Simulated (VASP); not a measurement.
Write the native input for VASP 6.6.1 that does the following.

| Quantity | Value |
| --- | --- |
| Task | single point |
| Functional | PBE |
| Potentials or basis | VASP PAW PBE potentials, release 64 (Al, Nb_sv, N) |
| Cutoff | 600 eV |
| k mesh | 4 × 4 × 2 |
| Occupations | gaussian, width 0.15 eV |
| Spin | no spin polarisation |
| Dipole correction | no |
| Further INCAR settings | ALGO = Normal; EDIFF = 1e-06; NBANDS = 26 |

The structure of NbAl2N3 lies in POSCAR:

```
NbAl2N3
1.0
    3.4546424666      0.0000000028      0.0000000000
   -1.7273212357      2.9918081357      0.0000000000
    0.0000000000      0.0000000000      7.2798462406
Al Nb N
2 1 3
Direct
    0.6666666667      0.3333333333      0.3294415543
    0.6666666667      0.3333333333      0.6705584457
    0.0000000000      0.0000000000      0.0000000000
    0.0000000000      0.0000000000      0.5000000000
    0.3333333333      0.6666666667      0.0000000000
    0.3333333333      0.6666666667      0.5000000000
```

These files were run (other wordings do the same):

INCAR

```
SYSTEM = NbAl2N3
PREC = Accurate
ENCUT = 600
EDIFF = 1E-6
ISMEAR = 0
SIGMA = 0.15
LREAL = .False.
LASPH = .True.
NELM = 120
ALGO = Normal
ISIF = 2
LWAVE = .False.
LCHARG = .False.
GGA = PE
NBANDS = 26
GGA_COMPAT = .False.
```

KPOINTS

```
Automatic mesh
0
Gamma
  4 4 2
  0 0 0
```

Potentials or basis: VASP PAW PBE potentials, release 64 (Al, Nb_sv, N).

Run with:

```sh
$ cat potpaw_PBE.64/Al/POTCAR potpaw_PBE.64/Nb_sv/POTCAR potpaw_PBE.64/N/POTCAR > POTCAR
$ mpirun -np 1 vasp_std > vasp.out
```

Results of the run:

```json
{
 "Pressure": "-0.2 GPa",
 "Largest force": "0.049 eV/Å",
 "Band gap on the k mesh": "zero (band 17 reaches 8.36 eV, above the bottom of band 18 at 7.73 eV)"
}
```

Caveat: the k points lie up to 0.53 Å⁻¹ apart.

Wall time 12 s on 1 thread of Intel(R) Xeon(R) 6975P-C (Granite Rapids) (shared host), peak memory 0.21 GiB.
